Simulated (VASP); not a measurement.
Write the native input for VASP 6.6.1 that does the following.

- Task: single point
- Functional: PBE
- Potentials or basis: VASP PAW PBE potentials, release 64 (Ga_d, N)
- Cutoff: 600 eV
- k mesh: 2 × 2 × 2
- Occupations: gaussian, width 0.01 eV
- Spin: no spin polarisation
- Dipole correction: no
- Further INCAR settings: ALGO = Normal; EDIFF = 1e-06; NBANDS = 26

The structure of GaN lies in POSCAR:

```
GaN
1.0
    3.1900000000      0.0000000000      0.0000000000
   -1.5950000000      2.7626210381      0.0000000000
    0.0000000000      0.0000000000      5.1860000000
Ga N
2 2
Direct
    0.3333333333      0.6666666667      0.0000000000
    0.6666666667      0.3333333333      0.5000000000
    0.3333333333      0.6666666667      0.3789000000
    0.6666666667      0.3333333333      0.8789000000
```

These files were run (other wordings do the same):

INCAR

```
SYSTEM = GaN
  ALGO = Normal
  EDIFF = 1E-6
  ENCUT = 600
  GGA = PE
  GGA_COMPAT = .FALSE.
  ISIF = 2
  ISMEAR = 0
  LASPH = .TRUE.
  LCHARG = .FALSE.
  LREAL = .FALSE.
  LWAVE = .FALSE.
  NBANDS = 26
  NELM = 120
  PREC = Accurate
  SIGMA = 0.01
```

KPOINTS

```
k-points
0
G
  2 2 2
  0 0 0
```

Potentials or basis: VASP PAW PBE potentials, release 64 (Ga_d, N).

Launch:

```console
$ cat potpaw_PBE.64/Ga_d/POTCAR potpaw_PBE.64/N/POTCAR > POTCAR
$ mpirun -np 1 vasp_std > vasp.out
```

It gave:

- Pressure: 6.7 GPa
- Largest force: 0.280 eV/Å
- Band gap on the k mesh: 1.80 eV

Caveat: the k points lie up to 1.14 Å⁻¹ apart.

Run time: 18 s on 1 thread of AMD EPYC 7R43 64-Core Processor (Zen 3), with other jobs on the host, peak memory 0.14 GiB.
